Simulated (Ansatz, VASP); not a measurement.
## Sb: VASP beside Ansatz

The input INCAR:

```
PREC = Accurate
ENCUT = 520
EDIFF = 1E-8
ISMEAR = -1
SIGMA = 0.05
LREAL = F
LASPH = T
NELM = 100
ALGO = Normal
ISIF = 2
LWAVE = F
LCHARG = F
GGA = PS
LEFG = T
NBANDS = 8
```

File KPOINTS:

```
Automatic mesh
0
Gamma
  19 19 19
```

Contents of POSCAR:

```
Sb
1.0
   -1.5647750000      1.4903750000      2.4800000000
    1.4903750000     -1.5647750000      2.4800000000
    1.5196250000      1.5196250000     -2.5251500000
Sb
1
Direct
    0.0000000000      0.0000000000      0.0000000000
```

Input for Ansatz:

```yaml
crystal:
  lattice:
    - [-1.564775, 1.490375, 2.48]
    - [1.490375, -1.564775, 2.48]
    - [1.519625, 1.519625, -2.52515]
  atoms:
    - { symbol: Sb, position: [0.0, 0.0, 0.0] }
kpoints:
  mp_grid: { grid: [19, 19, 19] }
scf:
  occupations: { method: fermi_dirac, width: 0.05 }
hamiltonian:
  xc: pbesol
  pseudopotentials: { kind: all_electron, datasets: crystal }
output:
  forces: true
  stress: true
  eigenvalues: true
  efg: { contact_densities: true }
```

Change from the starting cell: equal xy, yz and zx shear strains of -3 %, crystal datasets.

Alike in both runs: task electric field gradients; functional PBEsol; k mesh 19 × 19 × 19; occupations fermi-dirac, width 0.05 eV; no spin polarisation.

```csv
,VASP,Ansatz
version,VASP 6.6.1,Ansatz 0.2.0
potentials or method,"VASP PAW PBE potentials, release 64 (Sb), cutoff 520 eV","all-electron PAW with datasets made for the crystal, scalar-relativistic"
```

VASP gave:

* pressure (GPa): 15.5
* traceless stress, the component that is largest in VASP (GPa): -0.92
* size of Vzz on the site where it differs most (V/Å²): 33.6

Task: What did Ansatz give for the same quantities?

Result: Pressure (GPa): 15.3; traceless stress, the component that is largest in VASP (GPa): -0.91; size of Vzz on the site where it differs most (V/Å²): 34.5.

VASP's potentials were made for PBE, not for PBEsol. Ansatz ran all-electron here, and VASP with PAW potentials.

Spin-orbit coupling is off throughout.
